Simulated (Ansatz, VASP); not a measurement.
CdTe in VASP and in Ansatz

```xyz
2
Lattice="0.0000 3.3096 3.3096 3.3096 0.0000 3.3096 3.3096 3.3096 0.0000" Properties=species:S:1:pos:R:3 pbc="T T T"
Cd    0.0000    0.0000    0.0000
Te    1.6548    1.6548    1.6548
```

Alike in both runs: task relaxation of cell and atoms; functional PBE; k mesh 10 × 10 × 10; occupations gaussian, width 0.02 eV; no spin polarisation.

|  | VASP | Ansatz |
| --- | --- | --- |
| version | VASP 6.6.1 | Ansatz 0.2.0 |
| potentials or method | VASP PAW PBE potentials, release 64 (Cd, Te), cutoff 500 eV | scalar-relativistic, plane waves, PAW |
| valence electrons in the cell | 18 | 36 |

|  | VASP | Ansatz | Ansatz less VASP |
| --- | --- | --- | --- |
| gap on the k mesh at the Fermi level, each at its own relaxed structure (eV) | 0.57 | 0.58 | +0.010 |
| relaxed volume (Å³/atom) | 36.34 | 36.25 | -0.088 |
| relaxed cell length with the largest relative difference (Å) | 4.684 | 4.681 | -0.0038 |

VASP's potentials hold 18 valence electrons a cell and Ansatz's 36, so a difference there can come from the potentials and not from the codes.

Spin-orbit coupling is off throughout.
